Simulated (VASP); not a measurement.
# WS2 (P6_3/mmc) in VASP: further runs

WS2 is run at these levels: LDA; tasks: single point.

Everything below comes from runs of VASP 6.6.1. Logs are shortened: lines on timing, memory, paths and dates and some standing lists are left out, and cuts for length are marked.

## Step 1: The cell of the first run

It takes space group P6_3/mmc (No. 194, hexagonal). Conventional cell: a = 3.099 Å, b = 3.099 Å, c = 12.043 Å, α = 90.00°, β = 90.00°, γ = 120.00°. W (site symmetry -6m2) has 6 S at 2.42 Å and 6 W at 3.10 Å within 3.2 Å. Within 3.3 Å of S (site symmetry 3m) lie 3 W at 2.42 Å and 10 S at 3.10 to 3.29 Å.

## Step 2: Single point, LDA (atoms shifted along a free coordinate)

The input, INCAR:

```
PREC     = Accurate       # precision mode
ENCUT    = 520            # plane-wave cutoff, eV
EDIFF    = 1E-7           # SCF threshold, eV
ISMEAR   = 0              # smearing method
SIGMA    = 0.05           # smearing width, eV
LREAL    = F              # projectors in reciprocal space
LASPH    = T              # aspherical terms in the spheres
NELM     = 60             # most SCF steps
ALGO     = Normal         # electronic algorithm
ISIF     = 2              # what is computed and relaxed
LWAVE    = F              # write WAVECAR
LCHARG   = T              # write CHGCAR
GGA      = CA             # functional
LELF     = T              # ELF
LVHAR    = T            
NBANDS   = 35             # bands
```

The input, KPOINTS:

```
regular mesh
0
Gamma
  12 12 4
```

The input, POSCAR:

```
WS2
1.0
    3.0985446697      0.0000000000      0.0000000000
   -1.5492723349      2.6834183987      0.0000000000
    0.0000000000      0.0000000000     12.0430200778
W S
2 4
Direct
    0.3333333333      0.6666666667      0.2500000000
    0.6666666667      0.3333333333      0.7500000000
    0.3333333333      0.6666666667      0.6145775701
    0.6666666667      0.3333333333      0.1145775701
    0.3333333333      0.6666666667      0.8854224299
    0.6666666667      0.3333333333      0.3854224299
```

Potentials or basis: VASP PAW LDA potentials, release 64 (W_sv, S).

Launch:

```bash
$ cat potpaw_LDA.64/W_sv/POTCAR potpaw_LDA.64/S/POTCAR > POTCAR
$ mpirun -np 1 vasp_std > vasp.out
```

OUTCAR:

```text
PREC = Accurate
   ENCUT = 520
   EDIFF = 1E-7
   ISMEAR = 0
   LREAL = F
   LASPH = T
   NELM = 60
   ISIF = 2
   GGA = CA

 ion  position               nearest neighbor table
   1  0.333  0.667  0.250-   4 2.42   6 2.42   4 2.42   6 2.42   4 2.42   6 2.42
   2  0.667  0.333  0.750-   3 2.42   5 2.42   3 2.42   5 2.42   3 2.42   5 2.42
   3  0.333  0.667  0.615-   2 2.42   2 2.42   2 2.42
   4  0.667  0.333  0.115-   1 2.42   1 2.42   1 2.42
   5  0.333  0.667  0.885-   2 2.42   2 2.42   2 2.42
   6  0.667  0.333  0.385-   1 2.42   1 2.42   1 2.42

  LATTYP: Found a hexagonal cell.
 ALAT       =     3.0985446697
 C/A-ratio  =     3.8866698278

  Lattice vectors:

 A1 = (   3.0985446697,   0.0000000000,   0.0000000000)
 A2 = (  -1.5492723349,   2.6834183987,   0.0000000000)
 A3 = (   0.0000000000,   0.0000000000,  12.0430200778)

Analysis of symmetry for initial positions (statically):
=====================================================================
 Subroutine PRICEL returns:
 Original cell was already a primitive cell.

 Routine SETGRP: Setting up the symmetry group for a
 hexagonal supercell.

 Subroutine GETGRP returns: Found 24 space group operations
 (whereof 12 operations were pure point group operations)
 out of a pool of 24 trial point group operations.

The static configuration has the point symmetry D_3d.
 The point group associated with its full space group is D_6h.

Analysis of symmetry for dynamics (positions and initial velocities):
=====================================================================
 Subroutine PRICEL returns:
 Original cell was already a primitive cell.

 Routine SETGRP: Setting up the symmetry group for a
 hexagonal supercell.

 Subroutine GETGRP returns: Found 24 space group operations
 (whereof 12 operations were pure point group operations)
 out of a pool of 24 trial point group operations.

The dynamic configuration has the point symmetry D_3d.
 The point group associated with its full space group is D_6h.

 Subroutine INISYM returns: Found 24 space group operations
 (whereof 12 operations are pure point group operations),
 and found     1 'primitive' translations

----------------------------------------------------------------------------------------

                                     Primitive cell

  volume of cell :     100.1340

  direct lattice vectors                    reciprocal lattice vectors
     3.098544670  0.000000000  0.000000000     0.322732155  0.186329497  0.000000000
    -1.549272335  2.683418399  0.000000000     0.000000000  0.372658994  0.000000000
     0.000000000  0.000000000 12.043020078     0.000000000  0.000000000  0.083035650

  length of vectors
     3.098544670  3.098544670 12.043020078     0.372658994  0.372658994  0.083035650

  position of ions in fractional coordinates (direct lattice)
     0.333333333  0.666666667  0.250000000
     0.666666667  0.333333333  0.750000000
     0.333333333  0.666666667  0.614577570
     0.666666667  0.333333333  0.114577570
     0.333333333  0.666666667  0.885422430
     0.666666667  0.333333333  0.385422430

  ion indices of the primitive-cell ions
   primitive index   ion index
                 1           1
                 2           2
                 3           3
                 4           4
                 5           5
                 6           6

----------------------------------------------------------------------------------------

 KPOINTS: regular mesh

Automatic generation of k-mesh.
 Grid dimensions read from file:
 generate k-points for:   12   12    4

 Generating k-lattice:

  Cartesian coordinates                     Fractional coordinates (reciprocal lattice)
     0.026894346  0.015527458  0.000000000     0.083333333  0.000000000  0.000000000
     0.000000000  0.031054916  0.000000000     0.000000000  0.083333333  0.000000000
     0.000000000  0.000000000  0.020758912     0.000000000  0.000000000  0.250000000

  Length of vectors
     0.031054916  0.031054916  0.020758912

  Shift w.r.t. Gamma in fractional coordinates (k-lattice)
     0.000000000  0.000000000  0.000000000

 Subroutine IBZKPT returns following result:
 ===========================================

 Found     57 irreducible k-points:

 Following reciprocal coordinates:
            Coordinates               Weight
  0.000000  0.000000  0.000000      1.000000
  0.083333 -0.000000  0.000000      6.000000
  0.166667 -0.000000  0.000000      6.000000
  0.250000 -0.000000  0.000000      6.000000
  0.333333 -0.000000  0.000000      6.000000
  0.416667  0.000000  0.000000      6.000000
[... 16 lines left out ...]
  0.250000 -0.000000  0.250000     12.000000
  0.333333 -0.000000  0.250000     12.000000
 [... further k-points ...]
   k-points           NKPTS =     57   k-points in BZ     NKDIM =     57   number of bands    NBANDS=     35
   number of dos      NEDOS =    301   number of ions     NIONS =      6
   total plane-waves  NPLWV =  51840
   dimension x,y,z NGX =    24 NGY =   24 NGZ =   90
   dimension x,y,z NGXF=    48 NGYF=   48 NGZF=  180
   ions per type =               2   4
   NGX,Y,Z   is equivalent  to a cutoff of  12.88, 12.88, 12.42 a.u.
   NGXF,Y,Z  is equivalent  to a cutoff of  25.75, 25.75, 24.85 a.u.
 SYSTEM =  unknown system
   PREC   = accura    normal or accurate (medium, high low for compatibility)
   ISTART =      0    job   : 0-new  1-cont  2-samecut
   ICHARG =      2    charge: 1-file 2-atom 10-const
   ISPIN  =      1    spin polarized calculation?
   LNONCOLLINEAR =      F non collinear calculations
   LSORBIT =      F    spin-orbit coupling
   LASPH  =      T    aspherical Exc in radial PAW
   ENCUT  =  520.0 eV  38.22 Ry    6.18 a.u.   5.76  5.76 22.39*2*pi/ulx,y,z
   NELM   =     60;   NELMIN=  2; NELMDL= -5     # of ELM steps
   EDIFF  = 0.1E-06   stopping-criterion for ELM
   LREAL  =      F    real-space projection
   EDIFFG = 0.1E-05   stopping-criterion for IOM
   NSW    =      0    number of steps for IOM
   IBRION =     -1    ionic relax: 0-MD 1-quasi-New 2-CG
   NFREE  =      0    steps in history (QN), initial steepest desc. (CG)
   ISIF   =      2    stress and relaxation
   ISYM   =      2    0-nonsym 1-usesym 2-fastsym
   POTIM  = 0.5000    time-step for ionic-motion
   TEBEG  =    0.0;   TEEND  =   0.0 temperature during run
   PSTRESS=    0.0 pullay stress
   NELECT =      52.0000    total number of electrons
   NUPDOWN=      -1.0000    fix difference up-down
   EMIN   =  10.00;   EMAX   =-10.00  energy-range for DOS
   EFERMI =   0.00;   METHOD = LEGACY
   ISMEAR =     0;   SIGMA  =   0.05  broadening in eV -4-tet -1-fermi 0-gaus
   EFERMI_NEDOS =   21; number of points for ismear=-14 and -15
   IALGO  =     38    algorithm
   IMIX   =      4    mixing-type and parameters
     AMIX     =   0.40;   BMIX     =  1.00
     AMIX_MAG =   1.60;   BMIX_MAG =  1.00
  volume/ion in A,a.u.               =      16.69       112.62
  Fermi-wavevector in a.u.,A,eV,Ry     =   1.315877  2.486648 23.558941  1.731533
  Thomas-Fermi vector in A             =   2.446029
   LORBIT       =      0    0 simple, 1 ext, 2 COOP (PROOUT), +10 PAW based schemes
   GGA     = CA    functional components
   LHFCALC =     F    Hartree Fock is set to
   AEXX    =    0.0000 exact exchange contribution
   IVDW    =     0    specifies the selected vdW correction
   LEPSILON=     F    determine dielectric tensor
   LRPA    =     F    only Hartree local field effects (RPA)
 non-spin polarized calculation
 Gauss-broadening in eV      SIGMA  =   0.05
  energy-cutoff  :      520.00
  volume of cell :      100.13
 maximum number of plane-waves:      2736
 NGX is ok and might be reduce to    24
   NGX = 11   NGY = 11   NGZ = 45

 number of electron      51.9999996 magnetization

 Free energy of the ion-electron system (eV)
  ---------------------------------------------------
  ext. energy  EPLUGINS =         0.00000000
  ---------------------------------------------------
  free energy    TOTEN  =       -52.36789777 eV

  energy without entropy =      -52.36789777  energy(sigma->0) =      -52.36789777

 E-fermi :   8.1991     XC(G=0): -11.6443

 val. band max:        7.9821784388   @ k =   0.0000   0.0000   0.0000
 cond. band min:       8.7136326736   @ k =   0.1667   0.1667   0.0000
 fundamental gap:      0.7314542348
 Fermi energy:         8.1991393499

 k-point     1 :       0.0000    0.0000    0.0000
  band No.  band energies     occupation
      1     -66.0148      2.00000
      2     -66.0147      2.00000
      3     -30.5697      2.00000
      4     -30.5696      2.00000
      5     -30.3022      2.00000
      6     -30.3022      2.00000
[... 27 lines left out ...]
     34      10.6635      0.00000
     35      13.2112      0.00000

 k-point     2 :       0.0833   -0.0000    0.0000
  band No.  band energies     occupation
      1     -66.0131      2.00000
      2     -66.0131      2.00000
      3     -30.5643      2.00000
      4     -30.5642      2.00000
      5     -30.3324      2.00000
      6     -30.3324      2.00000
[... 27 lines left out ...]
     34      10.7861      0.00000
     35      13.7604      0.00000

 k-point     3 :       0.1667   -0.0000    0.0000
  band No.  band energies     occupation
      1     -66.0085      2.00000
      2     -66.0085      2.00000
      3     -30.5496      2.00000
      4     -30.5495      2.00000
      5     -30.4141      2.00000
      6     -30.4141      2.00000
[... 27 lines left out ...]
     34      11.3146      0.00000
     35      14.6813      0.00000

 k-point     4 :       0.2500   -0.0000    0.0000
  band No.  band energies     occupation
      1     -66.0023      2.00000
      2     -66.0023      2.00000
      3     -30.5294      2.00000
      4     -30.5293      2.00000
      5     -30.5239      2.00000
      6     -30.5238      2.00000
[... 27 lines left out ...]
     34      11.8434      0.00000
     35      14.6588      0.00000

 k-point     5 :       0.3333   -0.0000    0.0000
  band No.  band energies     occupation
      1     -65.9960      2.00000
      2     -65.9960      2.00000
      3     -30.6317      2.00000
      4     -30.6317      2.00000
      5     -30.5091      2.00000
      6     -30.5091      2.00000
[... 638 lines left out ...]
 k-point    22 :       0.1667   -0.0000    0.2500
  band No.  band energies     occupation
      1     -66.0085      2.00000
      2     -66.0085      2.00000
      3     -30.5496      2.00000
      4     -30.5495      2.00000
      5     -30.4141      2.00000
      6     -30.4141      2.00000
[... 27 lines left out ...]
     34      11.2905      0.00000
     35      14.7205      0.00000

 k-point    23 :       0.2500   -0.0000    0.2500
  band No.  band energies     occupation
      1     -66.0023      2.00000
      2     -66.0023      2.00000
      3     -30.5294      2.00000
      4     -30.5293      2.00000
      5     -30.5239      2.00000
      6     -30.5239      2.00000
[... 27 lines left out ...]
     34      11.7923      0.00000
     35      14.5798      0.00000

 k-point    24 :       0.3333   -0.0000    0.2500
  band No.  band energies     occupation
      1     -65.9960      2.00000
      2     -65.9960      2.00000
      3     -30.6317      2.00000
      4     -30.6317      2.00000
      5     -30.5091      2.00000
      6     -30.5091      2.00000
[... 27 lines left out ...]
     34      12.1350      0.00000
     35      13.7036      0.00000

 [... further k-points ...]
[... 5 lines left out ...]
  --------------------------------------------------------------------------------------
  -------------------------------------------------------------------------------------
  Total       -0.3876338     -0.3876338     -6.2821865      0.0000000      0.0000000      0.0000000
  in kB       -6.2022704     -6.2022704   -100.5170747      0.0000000      0.0000000      0.0000000
  external PRESSURE =     -37.6405385 kB  Pullay stress =       0.0000000 kB

 VOLUME and BASIS-vectors are now :
 -----------------------------------------------------------------------------
  energy-cutoff  :      520.00
  volume of cell :      100.13
      direct lattice vectors                 reciprocal lattice vectors
     3.098544670  0.000000000  0.000000000     0.322732155  0.186329497  0.000000000
    -1.549272335  2.683418399  0.000000000     0.000000000  0.372658994  0.000000000
     0.000000000  0.000000000 12.043020078     0.000000000  0.000000000  0.083035650

 POSITION                                       TOTAL-FORCE (eV/Angst)
 -----------------------------------------------------------------------------------
     -0.00000      1.78895      3.01076        -0.000000     -0.000000     -0.000000
      1.54927      0.89447      9.03227         0.000000      0.000000     -0.000000
     -0.00000      1.78895      7.40137         0.000000      0.000000      1.143845
      1.54927      0.89447      1.37986        -0.000000     -0.000000      1.143845
     -0.00000      1.78895     10.66316         0.000000      0.000000     -1.143845
      1.54927      0.89447      4.64165        -0.000000     -0.000000     -1.143845
 -----------------------------------------------------------------------------------
    total drift:                               -0.000000      0.000000     -0.000000

  FREE ENERGIE OF THE ION-ELECTRON SYSTEM (eV)
  ---------------------------------------------------
  free  energy   TOTEN  =       -52.3678977728 eV

  energy  without entropy=      -52.3678977728  energy(sigma->0) =      -52.36789777
```

Wall time 2 min (1 thread of AMD EPYC 9R14 (Zen 4), shared host); peak memory 0.25 GiB.

What came out:

| Property | Result |
| --- | --- |
| Free energy | -52.3679 eV |
| Pressure | -3.8 GPa |
| Largest force | 1.144 eV/Å |
| Band gap on the k mesh | 0.73 eV (least direct gap 1.88 eV) |

Forces on the atoms (eV/Å):
```
W    0.000  0.000  0.000
W    0.000  0.000  0.000
S    0.000  0.000  1.144
S    0.000  0.000  1.144
S    0.000  0.000 -1.144
S    0.000  0.000 -1.144
```

Stress tensor (GPa, compression positive):
```
 -0.62   0.00   0.00
  0.00  -0.62   0.00
  0.00   0.00 -10.05
```

Levels at points of the mesh, in eV from the valence-band top:
```
           k point  band 23  band 24  band 25  band 26  band 27  band 28  band 29  band 30
(0.00, 0.00, 0.00)    -1.69    -1.59    -1.20     0.00     2.37     2.37     2.53     2.53
(0.50, 0.00, 0.00)    -1.67    -1.64    -1.47    -1.25     2.53     2.72     2.77     3.03
(0.00, 0.00, 0.50)    -1.74    -1.74    -0.31    -0.31     2.46     2.46     2.46     2.46
(0.50, 0.00, 0.50)    -1.54    -1.54    -1.45    -1.45     2.74     2.74     2.90     2.90
```

Caveat: the cell differs from its parent crystal (atoms shifted along a free coordinate); the stress differs along the axes, from -10 to -1 GPa; spin-orbit coupling is left out, which moves the levels of the heavy elements; forces of over 1 eV/Å act on the atoms, so gaps and moduli don't describe the material at rest. A k mesh can miss the band edges.

## Step 3: Single point, LDA (atoms shifted along a free coordinate)

The input, INCAR:

```
ALGO = Normal
EDIFF = 1E-6
ENCUT = 520
ISIF = 2
ISMEAR = 0
LASPH = True
LCHARG = True
LELF = True
LREAL = False
LVHAR = True
LWAVE = False
NBANDS = 35
NELM = 60
PREC = Accurate
SIGMA = 0.05
```

The input, KPOINTS:

```
k-points
0
Gamma
  12 12 4
```

The input, POSCAR:

```
WS2
1.0
    3.0985446697      0.0000000000      0.0000000000
   -1.5492723349      2.6834183987      0.0000000000
    0.0000000000      0.0000000000     12.0430200778
W S
2 4
Direct
    0.3333333333      0.6666666667      0.2500000000
    0.6666666667      0.3333333333      0.7500000000
    0.3333333333      0.6666666667      0.6008596918
    0.6666666667      0.3333333333      0.1008596918
    0.3333333333      0.6666666667      0.8991403082
    0.6666666667      0.3333333333      0.3991403082
```

Potentials or basis: VASP PAW LDA potentials, release 64 (W_sv, S).

Launch:

```bash
$ cat potpaw_LDA.64/W_sv/POTCAR potpaw_LDA.64/S/POTCAR > POTCAR
$ mpirun -np 1 vasp_std > vasp.out
```

OUTCAR:

```text
EDIFF = 1E-6
   ENCUT = 520
   ISIF = 2
   ISMEAR = 0
   LASPH = True
   LREAL = False
   NELM = 60
   PREC = Accurate

 ion  position               nearest neighbor table
   1  0.333  0.667  0.250-   4 2.54   6 2.54   4 2.54   6 2.54   4 2.54   6 2.54
   2  0.667  0.333  0.750-   3 2.54   5 2.54   3 2.54   5 2.54   3 2.54   5 2.54
   3  0.333  0.667  0.601-   2 2.54   2 2.54   2 2.54
   4  0.667  0.333  0.101-   1 2.54   1 2.54   1 2.54
   5  0.333  0.667  0.899-   2 2.54   2 2.54   2 2.54
   6  0.667  0.333  0.399-   1 2.54   1 2.54   1 2.54

  LATTYP: Found a hexagonal cell.
[... 1120 lines left out ...]
  -------------------------------------------------------------------------------------
  Total       -5.0801327     -5.0801327    -21.5751656      0.0000000      0.0000000      0.0000000
  in kB      -81.2838143    -81.2838143   -345.2098306      0.0000000      0.0000000      0.0000000
  external PRESSURE =    -169.2591530 kB  Pullay stress =       0.0000000 kB

 VOLUME and BASIS-vectors are now :
 -----------------------------------------------------------------------------
  energy-cutoff  :      520.00
  volume of cell :      100.13
      direct lattice vectors                 reciprocal lattice vectors
     3.098544670  0.000000000  0.000000000     0.322732155  0.186329497  0.000000000
    -1.549272335  2.683418399  0.000000000     0.000000000  0.372658994  0.000000000
     0.000000000  0.000000000 12.043020078     0.000000000  0.000000000  0.083035650

 POSITION                                       TOTAL-FORCE (eV/Angst)
 -----------------------------------------------------------------------------------
     -0.00000      1.78895      3.01076         0.000000      0.000000      0.000000
      1.54927      0.89447      9.03227        -0.000000      0.000000      0.000000
     -0.00000      1.78895      7.23617         0.000000      0.000000      3.615751
      1.54927      0.89447      1.21466        -0.000000      0.000000      3.615751
     -0.00000      1.78895     10.82836         0.000000      0.000000     -3.615751
      1.54927      0.89447      4.80685        -0.000000      0.000000     -3.615751
 -----------------------------------------------------------------------------------
    total drift:                               -0.000000      0.000000     -0.000000

  FREE ENERGIE OF THE ION-ELECTRON SYSTEM (eV)
  ---------------------------------------------------
  free  energy   TOTEN  =       -50.7316641535 eV

  energy  without entropy=      -50.7316641535  energy(sigma->0) =      -50.73166415
```

It took 2 min on 1 thread of AMD EPYC 9R14 (Zen 4), shared host; peak memory 0.25 GiB.

What came out:

| Item | Value |
| --- | --- |
| Free energy | -50.7317 eV |
| Pressure | -16.9 GPa |
| Largest force | 3.616 eV/Å |
| Band gap on the k mesh | 0.39 eV (least direct gap 0.92 eV) |

Forces in eV/Å, atoms in the order of the input:
```
W    0.000  0.000  0.000
W    0.000  0.000  0.000
S    0.000  0.000  3.616
S    0.000  0.000  3.616
S    0.000  0.000 -3.616
S    0.000  0.000 -3.616
```

Levels at points of the mesh, in eV from the valence-band top:
```tsv
k point	band 23	band 24	band 25	band 26	band 27	band 28	band 29	band 30
(0.00, 0.00, 0.00)	-0.69	-0.69	-0.61	-0.06	2.01	2.01	2.55	2.55
(0.50, 0.00, 0.00)	-1.53	-1.31	-1.27	-0.44	2.18	2.63	3.00	3.08
(0.00, 0.00, 0.50)	-0.80	-0.80	-0.22	-0.22	2.23	2.23	2.23	2.23
(0.50, 0.00, 0.50)	-1.37	-1.37	-0.85	-0.85	2.70	2.70	3.07	3.07
```

Caveat: the cell differs from its parent crystal (atoms shifted along a free coordinate); the stress differs along the axes, from -35 to -8 GPa; spin-orbit coupling is left out, which moves the levels of the heavy elements; forces of over 1 eV/Å act on the atoms, so gaps and moduli don't describe the material at rest. A k mesh can miss the band edges.

[end of part 1 of 2]
